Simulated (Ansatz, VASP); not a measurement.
**One calculation of SrO, two programs**

```xyz
2
Lattice="0.0000 2.4878 2.4878 2.4878 0.0000 2.4878 2.4878 2.4878 0.0000" Properties=species:S:1:pos:R:3 pbc="T T T"
Sr    0.0000    0.0000    0.0000
O     2.4878    2.4878    2.4878
```

Change from the starting cell: hydrostatic strain -3.6%.

Alike in both runs: task single point; functional PBE; k mesh 8 × 8 × 8; occupations fermi-dirac, width 0.02 eV; no spin polarisation.

```csv
,VASP,Ansatz
version,VASP 6.6.1,Ansatz 0.2.0
potentials or method,"VASP PAW PBE potentials, release 64 (Sr_sv, O)","plane waves, PAW"
plane-wave cutoff (eV),520,420
valence electrons in the cell,16,16
```

```csv
,VASP,Ansatz,Ansatz less VASP
gap on the k mesh at the Fermi level (eV),3.18,3.24,+0.054
pressure (GPa),15.6,14.6,-0.92
```
